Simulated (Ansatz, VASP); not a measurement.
Two plane-wave programs on InSe2

```
CELL_PARAMETERS angstrom
4.28070 0.00000 0.00000
0.00000 4.28070 0.00000
0.00000 0.00000 11.09058
ATOMIC_POSITIONS crystal
In 0.00000 0.50000 0.63518
In 0.50000 0.00000 0.36482
Se 0.00000 0.50000 0.38826
Se 0.50000 0.00000 0.61174
Se 0.00000 0.00000 0.00000
Se 0.50000 0.50000 0.00000
```

Alike in both runs: functional PBE; k mesh 1 × 1 × 1; occupations gaussian, width 0.1 eV; no spin polarisation.

Ansatz relaxed the structure, and its values are those at the end. VASP's run is a single point on that final structure, the one shown.

|  | VASP | Ansatz |
| --- | --- | --- |
| version | VASP 6.6.1 | Ansatz 0.2.0 |
| potentials or method | VASP PAW PBE potentials, release 64 (In_d, Se), cutoff 520 eV | scalar-relativistic, plane waves, PAW |
| valence electrons in the cell | 50 | 90 |

|  | VASP | Ansatz | Ansatz less VASP |
| --- | --- | --- | --- |
| gap on the k mesh at the Fermi level (eV) | 0.78 | 0.78 | -0.002 |
| least direct gap on the mesh (eV) | 0.78 | 0.78 | -0.002 |
| pressure (GPa) | 0.0 | 0.0 | -0.02 |

With one functional, cell and mesh, what is left measures potentials, basis and numerics. VASP's potentials hold 50 valence electrons a cell and Ansatz's 90, so a difference there can come from the potentials and not from the codes.

The k mesh is coarse, so the values compare programs but aren't converged.
